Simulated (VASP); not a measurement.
# Pt (Fm-3m) in VASP: notebook, part 2 of 2

VASP 6.6.1. Earlier steps stand in the parts before.

### 3 Single point, PBE, collinear spin, ferromagnetic start (volume scaled by 1.12)

The input, INCAR:

```
  PREC = Accurate
  ENCUT = 520
  EDIFF = 1E-6
  ISMEAR = -1
  SIGMA = 0.05
  LREAL = F
  LASPH = T
  NELM = 150
  ALGO = Normal
  ISIF = 2
  LWAVE = F
  LCHARG = F
  ISPIN = 2
  MAGMOM = 1
  LORBIT = 11
  LMAXMIX = 4
  GGA = PE
  NBANDS = 15
```

The input, KPOINTS:

```
Automatic mesh
0
Gamma
  22 22 22
```

The input, POSCAR:

```
Pt
1.0
    0.0000000000      2.0612477641      2.0612477641
    2.0612477641      0.0000000000      2.0612477641
    2.0612477641      2.0612477641      0.0000000000
Pt
1
Direct
    0.0000000000      0.0000000000      0.0000000000
```

Potentials or basis: VASP PAW PBE potentials, release 64 (Pt).

The run is started by

```sh
$ cat potpaw_PBE.64/Pt/POTCAR > POTCAR
$ mpirun -np 1 vasp_std > vasp.out
```

OUTCAR:

```text
PREC = Accurate
   ENCUT = 520
   EDIFF = 1E-6
   ISMEAR = -1
   LREAL = F
   LASPH = T
   NELM = 150
   ISIF = 2
   ISPIN = 2
   LORBIT = 11
   GGA = PE

 ion  position               nearest neighbor table
   1  0.000  0.000  0.000-

  LATTYP: Found a face centered cubic cell.
 ALAT       =     4.1224955282

  Lattice vectors:

 A1 = (   0.0000000000,   2.0612477641,   2.0612477641)
 A2 = (   2.0612477641,   0.0000000000,   2.0612477641)
 A3 = (   2.0612477641,   2.0612477641,   0.0000000000)

Analysis of symmetry for initial positions (statically):
=====================================================================
 Subroutine PRICEL returns:
 Original cell was already a primitive cell.

 Routine SETGRP: Setting up the symmetry group for a
 face centered cubic supercell.

 Subroutine GETGRP returns: Found 48 space group operations
 (whereof 48 operations were pure point group operations)
 out of a pool of 48 trial point group operations.

The static configuration has the point symmetry O_h .

Analysis of symmetry for dynamics (positions and initial velocities):
=====================================================================
 Subroutine PRICEL returns:
 Original cell was already a primitive cell.

 Routine SETGRP: Setting up the symmetry group for a
 face centered cubic supercell.

 Subroutine GETGRP returns: Found 48 space group operations
 (whereof 48 operations were pure point group operations)
 out of a pool of 48 trial point group operations.

The dynamic configuration has the point symmetry O_h .

Analysis of structural, dynamic, and magnetic symmetry:
=====================================================================
 Subroutine PRICEL returns:
 Original cell was already a primitive cell.

 Routine SETGRP: Setting up the symmetry group for a
 face centered cubic supercell.

 Subroutine GETGRP returns: Found 48 space group operations
 (whereof 48 operations were pure point group operations)
 out of a pool of 48 trial point group operations.

The overall configuration has the point symmetry O_h .

 Subroutine INISYM returns: Found 48 space group operations
[... 162 lines left out ...]
      7      23.5406      0.00000
      8      27.6752      0.00000
      9      27.6752      0.00000
     10      27.6752      0.00000
     11      32.5048      0.00000
     12      37.6678      0.00000
     13      37.6678      0.00000
     14      37.6678      0.00000
[... 403 lines left out ...]
      4       7.8999      1.00000
      5       8.5466      0.73492
      6       9.3242      0.00000
      7      13.6450      0.00000
      8      23.1785      0.00000
      9      26.1640      0.00000
     10      26.6087      0.00000
     11      34.3519      0.00000
     12      34.5375      0.00000
     13      35.7806      0.00000
     14      40.6455      0.00000
     15      40.8918      0.00000

 [... further k-points ...]

 spin component 2

 k-point     1 :       0.0000    0.0000    0.0000
  band No.  band energies     occupation
      1      -0.0267      1.00000
      2       5.6465      1.00000
      3       5.6465      1.00000
      4       5.6465      1.00000
      5       7.3263      1.00000
      6       7.3263      1.00000
      7      23.5406      0.00000
      8      27.6752      0.00000
      9      27.6752      0.00000
     10      27.6752      0.00000
     11      32.5049      0.00000
     12      37.6678      0.00000
     13      37.6678      0.00000
     14      37.6678      0.00000
[... 403 lines left out ...]
      4       7.9002      1.00000
      5       8.5471      0.73303
      6       9.3245      0.00000
      7      13.6453      0.00000
      8      23.1785      0.00000
      9      26.1641      0.00000
     10      26.6088      0.00000
     11      34.3519      0.00000
     12      34.5375      0.00000
     13      35.7806      0.00000
     14      40.6457      0.00000
     15      40.8920      0.00000

 [... further k-points ...]

------------------------ aborting loop because EDIFF is reached ----------------------------------------

  FORCE on cell =-STRESS in cart. coord.  units (eV):
  Direction    XX          YY          ZZ          XY          YZ          ZX
  --------------------------------------------------------------------------------------
  -------------------------------------------------------------------------------------
  Total       -2.2717895     -2.2717895     -2.2717895     -0.0000000     -0.0000000      0.0000000
  in kB     -207.8059976   -207.8059976   -207.8059976     -0.0000000     -0.0000000      0.0000000
  external PRESSURE =    -207.8059976 kB  Pullay stress =       0.0000000 kB

 VOLUME and BASIS-vectors are now :
 -----------------------------------------------------------------------------
  energy-cutoff  :      520.00
  volume of cell :       17.52
      direct lattice vectors                 reciprocal lattice vectors
     0.000000000  2.061247764  2.061247764    -0.242571518  0.242571518  0.242571518
     2.061247764  0.000000000  2.061247764     0.242571518 -0.242571518  0.242571518
     2.061247764  2.061247764  0.000000000     0.242571518  0.242571518 -0.242571518

 POSITION                                       TOTAL-FORCE (eV/Angst)
 -----------------------------------------------------------------------------------
      0.00000      0.00000      0.00000        -0.000000     -0.000000      0.000000
 -----------------------------------------------------------------------------------
    total drift:                               -0.000000     -0.000000     -0.000000

  FREE ENERGIE OF THE ION-ELECTRON SYSTEM (eV)
  ---------------------------------------------------
  free  energy   TOTEN  =        -5.9689118954 eV

  energy  without entropy=       -5.9499470247  energy(sigma->0) =       -5.95942946

 total charge

# of ion       s       p       d       tot
------------------------------------------
    1        0.566   0.442   7.957   8.966

 magnetization (x)

# of ion       s       p       d       tot
------------------------------------------
    1        0.000  -0.000   0.001   0.001
```

OSZICAR:

```text
N       E                     dE             d eps       ncg     rms          rms(c)
DAV:   1     0.425037739413E+02    0.42504E+02   -0.46338E+03 19816   0.574E+02
DAV:   2    -0.553278088277E+01   -0.48037E+02   -0.45649E+02 25896   0.149E+02
DAV:   3    -0.629097317720E+01   -0.75819E+00   -0.75582E+00 26099   0.171E+01
DAV:   4    -0.629414336060E+01   -0.31702E-02   -0.31700E-02 24904   0.128E+00
DAV:   5    -0.629416974714E+01   -0.26387E-04   -0.26385E-04 26158   0.103E-01    0.867E+00
DAV:   6    -0.598761458018E+01    0.30656E+00   -0.88584E-01 28059   0.563E+00    0.466E+00
DAV:   7    -0.596915650099E+01    0.18458E-01   -0.85823E-02 28367   0.164E+00    0.256E+00
DAV:   8    -0.596849669733E+01    0.65980E-03   -0.11932E-03 23992   0.210E-01    0.143E+00
DAV:   9    -0.596849085522E+01    0.58421E-05   -0.14047E-03 26946   0.184E-01    0.190E-01
DAV:  10    -0.596858822934E+01   -0.97374E-04   -0.15743E-04 26241   0.686E-02    0.102E-01
DAV:  11    -0.596877697979E+01   -0.18875E-03   -0.33963E-04 27653   0.796E-02    0.666E-02
DAV:  12    -0.596886586786E+01   -0.88888E-04   -0.19202E-04 28164   0.616E-02    0.349E-02
DAV:  13    -0.596888575679E+01   -0.19889E-04   -0.25337E-05 27177   0.246E-02    0.326E-02
DAV:  14    -0.596891158722E+01   -0.25830E-04   -0.27986E-04 28276   0.714E-02    0.614E-03
DAV:  15    -0.596891152572E+01    0.61503E-07   -0.14050E-05 25476   0.169E-02    0.473E-03
DAV:  16    -0.596891189539E+01   -0.36967E-06   -0.24967E-06 21723   0.683E-03
   1 F= -.59689119E+01 E0= -.59594295E+01  d E =-.189649E-01  mag=     0.0003
```

stdout:

```text
POSCAR found type information on POSCAR Pt
 POSCAR found :  1 types and       1 ions
 scaLAPACK will be used
 LDA part: xc-table for (Slater+PW92), standard interpolation
 POSCAR, INCAR and KPOINTS ok, starting setup
 FFT: planning ... GRIDC
 FFT: planning ... GRID_SOFT
 FFT: planning ... GRID
 WAVECAR not read
 entering main loop
```

Run time: 2.1 min. Hardware: 1 thread of AMD EPYC 9R45 (Zen 5), shared host; peak memory 0.22 GiB.

Results:

- Free energy: -5.9689 eV
- Pressure: -20.8 GPa
- Band gap on the k mesh: zero (filled and empty bands overlap)
- Net moment: 0.00 μB per cell
- Valence electrons inside the program's atomic spheres: Pt 8.97

Caveat: spin-orbit coupling is left out, which moves the levels of the heavy elements.
